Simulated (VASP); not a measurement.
# Cs (Immm) in VASP: further runs, part 2 of 2

VASP 6.6.1. The steps go on from the part before.

## 3. Single point, LDA (strain -0.0750 x Voigt [0, 0, 0, 0, 1, 0])

File INCAR:

```
SYSTEM = Cs
PREC = Accurate ; ENCUT = 520
EDIFF = 1E-6 ; ISMEAR = 0
SIGMA = 0.15 ; LREAL = .False.
LASPH = .True. ; NELM = 60
ALGO = Fast ; ISIF = 2
LWAVE = .False. ; LCHARG = .False.
NBANDS = 10
```

File KPOINTS:

```
regular mesh
0
Gamma
  10 10 10
  0 0 0
```

File POSCAR:

```
Cs
1.0
   -0.1480625902      3.9483357400      3.9483357400
    3.8002731498      0.0000000000      3.8002731498
    3.9483357400      3.9483357400     -0.1480625902
Cs
1
Direct
    0.0000000000      0.0000000000      0.0000000000
```

Potentials or basis: VASP PAW LDA potentials, release 64 (Cs_sv).

On the command line:

```
$ cat potpaw_LDA.64/Cs_sv/POTCAR > POTCAR
$ mpirun -np 1 vasp_std > vasp.out
```

OUTCAR:

```text
SYSTEM = Cs
   PREC = Accurate
   ENCUT = 520
   EDIFF = 1E-6
   ISMEAR = 0
   LREAL = .False.
   LASPH = .True.
   NELM = 60
   ISIF = 2

 ion  position               nearest neighbor table
   1  0.000  0.000  0.000-

  LATTYP: Found a body centered orthorhombic cell.
 ALAT       =     5.3743978292
 B/A-ratio  =     1.0779220779
 C/A-ratio  =     1.4693127921

  Lattice vectors:

 A1 = (   3.9483357400,  -3.9483357400,  -0.1480625902)
 A2 = (  -3.9483357400,  -3.9483357400,   0.1480625902)
 A3 = (   0.1480625902,   3.9483357400,  -3.9483357400)

Analysis of symmetry for initial positions (statically):
=====================================================================
 Subroutine PRICEL returns:
 Original cell was already a primitive cell.

 Routine SETGRP: Setting up the symmetry group for a
 body centered orthorhombic supercell.

 Subroutine GETGRP returns: Found  8 space group operations
 (whereof  8 operations were pure point group operations)
 out of a pool of  8 trial point group operations.

The static configuration has the point symmetry D_2h.

Analysis of symmetry for dynamics (positions and initial velocities):
=====================================================================
 Subroutine PRICEL returns:
 Original cell was already a primitive cell.

 Routine SETGRP: Setting up the symmetry group for a
 body centered orthorhombic supercell.

 Subroutine GETGRP returns: Found  8 space group operations
 (whereof  8 operations were pure point group operations)
 out of a pool of  8 trial point group operations.

The dynamic configuration has the point symmetry D_2h.

 Subroutine INISYM returns: Found  8 space group operations
 (whereof  8 operations are pure point group operations),
 and found     1 'primitive' translations

----------------------------------------------------------------------------------------

                                     Primitive cell
[... 108 lines left out ...]
     AMIX     =   0.40;   BMIX     =  1.00
     AMIX_MAG =   1.60;   BMIX_MAG =  1.00
  volume/ion in A,a.u.               =     122.93       829.58
  Fermi-wavevector in a.u.,A,eV,Ry     =   0.684860  1.294198  6.381590  0.469034
  Thomas-Fermi vector in A             =   1.764635
   LORBIT       =      0    0 simple, 1 ext, 2 COOP (PROOUT), +10 PAW based schemes
   GGA     = CA    functional components
   LHFCALC =     F    Hartree Fock is set to
   AEXX    =    0.0000 exact exchange contribution
   IVDW    =     0    specifies the selected vdW correction
   LEPSILON=     F    determine dielectric tensor
   LRPA    =     F    only Hartree local field effects (RPA)
 non-spin polarized calculation
 RMM-DIIS sequential band-by-band and
 Gauss-broadening in eV      SIGMA  =   0.15
  energy-cutoff  :      520.00
  volume of cell :      122.93
 maximum number of plane-waves:      3341
 NGX is ok and might be reduce to    42
   NGX = 21   NGY = 19   NGZ = 21

 number of electron       8.9999999 magnetization

 Free energy of the ion-electron system (eV)
  ---------------------------------------------------
  ext. energy  EPLUGINS =         0.00000000
  ---------------------------------------------------
  free energy    TOTEN  =        -0.95890219 eV

  energy without entropy =       -0.94423825  energy(sigma->0) =       -0.95157022

 E-fermi :   0.1225     XC(G=0):  -5.3726

 val. band max:        0.1215136672   @ k =   0.5000   0.3000   0.1000
 cond. band min:       0.1233180229   @ k =   0.4000  -0.1000   0.2000
 fundamental gap:      0.0018043557
 Fermi energy:         0.1225338457

 k-point     1 :       0.0000    0.0000    0.0000
  band No.  band energies     occupation
      1     -23.7353      2.00000
      2     -10.4866      2.00000
      3     -10.4811      2.00000
      4     -10.4721      2.00000
      5      -1.4861      2.00000
      6       2.2806      0.00000
      7       2.4436      0.00000
      8       2.6922      0.00000
      9       3.4986      0.00000
     10       3.5009      0.00000
[... 287 lines left out ...]
 k-point    24 :      -0.3000    0.2000   -0.0000
  band No.  band energies     occupation
      1     -23.7309      2.00000
      2     -10.5631      2.00000
      3     -10.5204      2.00000
      4     -10.4946      2.00000
      5      -0.0651      1.92317
      6       1.2578      0.00000
      7       1.8831      0.00000
      8       2.6742      0.00000
      9       3.3769      0.00000
     10       4.1452      0.00000

 [... further k-points ...]
[... 5 lines left out ...]
  --------------------------------------------------------------------------------------
  -------------------------------------------------------------------------------------
  Total       -0.3037336     -0.3082079     -0.3037336      0.0000000     -0.0000000      0.0495690
  in kB       -3.9586072     -4.0169209     -3.9586072      0.0000000     -0.0000000      0.6460410
  external PRESSURE =      -3.9780451 kB  Pullay stress =       0.0000000 kB

 VOLUME and BASIS-vectors are now :
 -----------------------------------------------------------------------------
  energy-cutoff  :      520.00
  volume of cell :      122.93
      direct lattice vectors                 reciprocal lattice vectors
    -0.148062590  3.948335740  3.948335740    -0.122058442  0.126635634  0.122058442
     3.800273150  0.000000000  3.800273150     0.131569490 -0.126635634  0.131569490
     3.948335740  3.948335740 -0.148062590     0.122058442  0.126635634 -0.122058442

 POSITION                                       TOTAL-FORCE (eV/Angst)
 -----------------------------------------------------------------------------------
      0.00000      0.00000      0.00000         0.000000      0.000000      0.000000
 -----------------------------------------------------------------------------------
    total drift:                               -0.000000     -0.000000     -0.000000

  FREE ENERGIE OF THE ION-ELECTRON SYSTEM (eV)
  ---------------------------------------------------
  free  energy   TOTEN  =        -0.9589021890 eV

  energy  without entropy=       -0.9442382548  energy(sigma->0) =       -0.95157022
```

OSZICAR:

```text
N       E                     dE             d eps       ncg     rms          rms(c)
DAV:   1     0.524174793369E+02    0.52417E+02   -0.28464E+03  3420   0.620E+02
DAV:   2     0.440810832543E+01   -0.48009E+02   -0.46847E+02  4470   0.107E+02
DAV:   3    -0.875503141691E+00   -0.52836E+01   -0.52771E+01  3932   0.412E+01
DAV:   4    -0.958515053421E+00   -0.83012E-01   -0.82997E-01  4582   0.612E+00
DAV:   5    -0.958959008380E+00   -0.44395E-03   -0.44394E-03  4724   0.404E-01    0.122E-01
RMM:   6    -0.958690883836E+00    0.26812E-03   -0.83295E-04  3849   0.135E-01    0.820E-02
RMM:   7    -0.958885345779E+00   -0.19446E-03   -0.26068E-03  4087   0.229E-01    0.331E-02
RMM:   8    -0.958900039763E+00   -0.14694E-04   -0.12637E-04  5059   0.671E-02    0.473E-03
RMM:   9    -0.958901430519E+00   -0.13908E-05   -0.19216E-05  5259   0.222E-02    0.200E-03
RMM:  10    -0.958902189043E+00   -0.75852E-06   -0.43131E-06  4819   0.971E-03
   1 F= -.95890219E+00 E0= -.95157022E+00  d E =-.146639E-01
```

stdout:

```text
POSCAR found type information on POSCAR Cs
 POSCAR found :  1 types and       1 ions
 scaLAPACK will be used
 LDA part: xc-table for (Slater(with rela. corr.)+CA(PZ))
 , standard interpolation
 POSCAR, INCAR and KPOINTS ok, starting setup
 FFT: planning ... GRIDC
 FFT: planning ... GRID_SOFT
 FFT: planning ... GRID
 WAVECAR not read
 entering main loop
```

Wall time 66 s (1 thread of AMD EPYC 9R45 (Zen 5), shared host); peak memory 0.3 GiB.

Results:

```yaml
Free_energy: -0.9589 eV
Pressure: -0.4 GPa
Band_gap_on_the_k_mesh: zero (an odd number of electrons rules out a gap without spin polarisation)
```

Caveat: the cell differs from its parent crystal (strain -0.0750 x Voigt [0, 0, 0, 0, 1, 0]); spin-orbit coupling is left out, which moves the levels of the heavy elements.

## 4. Single point, LDA (strain +0.0562 x Voigt [0, 0, 0, 0, 1, 0])

File INCAR:

```
SYSTEM = Cs
  PREC = Accurate
  ENCUT = 520
  EDIFF = 1E-6
  ISMEAR = 0
  SIGMA = 0.15
  LREAL = .FALSE.
  LASPH = .TRUE.
  NELM = 80
  ALGO = Fast
  ISIF = 2
  LWAVE = .FALSE.
  LCHARG = .FALSE.
  NBANDS = 10
```

File KPOINTS:

```
regular mesh
0
G
  10 10 10
  0 0 0
```

File POSCAR:

```
Cs
1.0
    0.1109482343      3.9483357400      3.9483357400
    4.0592839743      0.0000000000      4.0592839743
    3.9483357400      3.9483357400      0.1109482343
Cs
1
Direct
    0.0000000000      0.0000000000      0.0000000000
```

On the command line:

```
$ cat potpaw_LDA.64/Cs_sv/POTCAR > POTCAR
$ mpirun -np 1 vasp_std > vasp.out
```

Wall time 80 s (1 thread of AMD EPYC 9R45 (Zen 5), shared host); peak memory 0.32 GiB.

Results (log left out):

```
Free energy            : -0.9595 eV
Pressure               : -0.4 GPa
Band gap on the k mesh : zero (an odd number of electrons rules out a gap without spin polarisation)
```

Levels at points of the mesh, in eV from the Fermi level:
```csv
k point,band 2,band 3,band 4,band 5,band 6,band 7,band 8,band 9
"(0.00, 0.00, 0.00)",-10.61,-10.60,-10.59,-1.61,2.21,2.34,2.52,3.37
"(0.50, 0.00, 0.00)",-10.72,-10.62,-10.62,0.02,0.85,2.09,2.30,4.05
"(0.00, 0.50, 0.00)",-10.71,-10.61,-10.61,-0.09,0.72,2.17,2.39,3.91
"(0.50, 0.50, 0.00)",-10.71,-10.64,-10.64,0.33,1.07,1.39,3.84,3.84
"(0.50, 0.00, 0.50)",-10.70,-10.65,-10.63,0.33,1.06,1.38,3.58,3.90
```

Caveat: the cell differs from its parent crystal (strain +0.0562 x Voigt [0, 0, 0, 0, 1, 0]); spin-orbit coupling is left out, which moves the levels of the heavy elements.

## 5. Overview

```csv
cell,gap on the mesh (eV),pressure (GPa)
"a = 5.592, b = 5.165 Å, angles 62.5, 64.9, 62.5°, 1 atom",none,-0.4
"a = 5.586, b = 5.374 Å, angles 61.2, 62.5, 61.2°, 1 atom",none,-0.4
"a = 5.585, b = 5.741 Å, angles 59.1, 58.1, 59.1°, 1 atom",none,-0.4
```

Alike in all rows: task single point; level LDA; potentials or basis VASP PAW LDA potentials, release 64 (Cs_sv); no spin polarisation; k mesh 10 × 10 × 10; cutoff (eV) 520; smearing gaussian 0.15 eV.

Caveats: spin-orbit coupling is left out, which moves the levels of the heavy elements.

Absolute energies hang on the potentials; compare differences alone.
